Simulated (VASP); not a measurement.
# CO2: relaxation of shape and atoms at fixed volume with PBEsol

Crystal: CO2.

```xyz
6
Lattice="-2.0040 2.0040 3.0069 2.0040 -2.0040 3.0069 2.0040 2.0040 -3.0069" Properties=species:S:1:pos:R:3 pbc="T T T"
C     0.0000    2.0040    1.5034
C     0.0000    0.0000    0.0000
O    -1.0020    1.3542    2.2552
O     3.0060    0.6497   -0.7517
O     0.6497    1.0020    0.7517
O     1.3542    1.0020    3.7586
```

This cell differs from its parent crystal: volume scaled by 1.06.

```
Program                : VASP 6.6.1
Task                   : relaxation of shape and atoms at fixed volume
Functional             : PBEsol
Potentials or basis    : VASP PAW PBE potentials, release 64 (C, O)
Cutoff                 : 600 eV
k mesh                 : 8 × 8 × 8
Occupations            : gaussian, width 0.02 eV
Spin                   : no spin polarisation
Dipole correction      : no
Further INCAR settings : ALGO = Normal; EDIFF = 1e-06; IBRION = 2; EDIFFG = -0.01; NSW = 50; ISIF = 4
```

```yaml
Energy_gained_by_relaxing: 1.6 meV/atom
Ionic_steps: 5
Pressure_after_relaxing: -7.2 GPa
Band_gap_on_the_k_mesh: 7.49 eV, indirect (least direct gap 7.96 eV)
```

Step by step:
| step | energy change (eV) | largest force (eV/Å) | pressure (GPa) | volume (Å³) |
| --- | --- | --- | --- | --- |
| 1 | 0.0000 | 0.3028 | -9.92 | 48.30 |
| 2 | -0.0084 | 0.0116 | -7.33 | 48.30 |
| 3 | -0.0084 | 0.0037 | -7.48 | 48.30 |
| 4 | -0.0089 | 0.0018 | -7.38 | 48.30 |
| 5 | -0.0094 | 0.0015 | -7.22 | 48.30 |

Final structure:
```
C O
1.0
    -2.00887    2.00887    2.99230
     2.00887   -2.00887    2.99230
     2.00887    2.00887   -2.99230
C O
2 4
Direct
  0.75000 0.25000 0.50000
  0.00000 0.00000 0.00000
  0.71688 0.12500 0.09188
  0.03312 0.62500 0.90812
  0.37500 0.28312 0.40812
  0.87500 0.96688 0.59188
```

Levels at points of the mesh, in eV from the valence-band top:
| k point | band 12 | band 13 | band 14 | band 15 | band 16 | band 17 | band 18 | band 19 | band 20 |
| --- | --- | --- | --- | --- | --- | --- | --- | --- | --- |
| (0.00, 0.00, 0.00) | -1.08 | -1.08 | -0.96 | -0.96 | -0.51 | 7.49 | 8.85 | 8.99 | 8.99 |
| (0.50, 0.00, 0.00) | -2.12 | -1.71 | -1.35 | -0.44 | 0.00 | 8.02 | 9.20 | 9.33 | 10.15 |
| (0.50, 0.50, 0.00) | -2.67 | -0.71 | -0.71 | -0.47 | -0.47 | 8.63 | 8.63 | 9.71 | 9.71 |
| (0.50, 0.50, 0.50) | -3.07 | -2.84 | -2.84 | 0.00 | 0.00 | 8.82 | 8.82 | 10.34 | 10.34 |

Run time: 2.6 min on 1 thread of Oxide Virtual Turin-like Processor, on a shared host, peak memory 0.19 GiB.

Caveat: the cell differs from its parent crystal (volume scaled by 1.06); the PAW data sets were made with another functional, which shifts forces and pressure a little. A k mesh can miss the band edges.
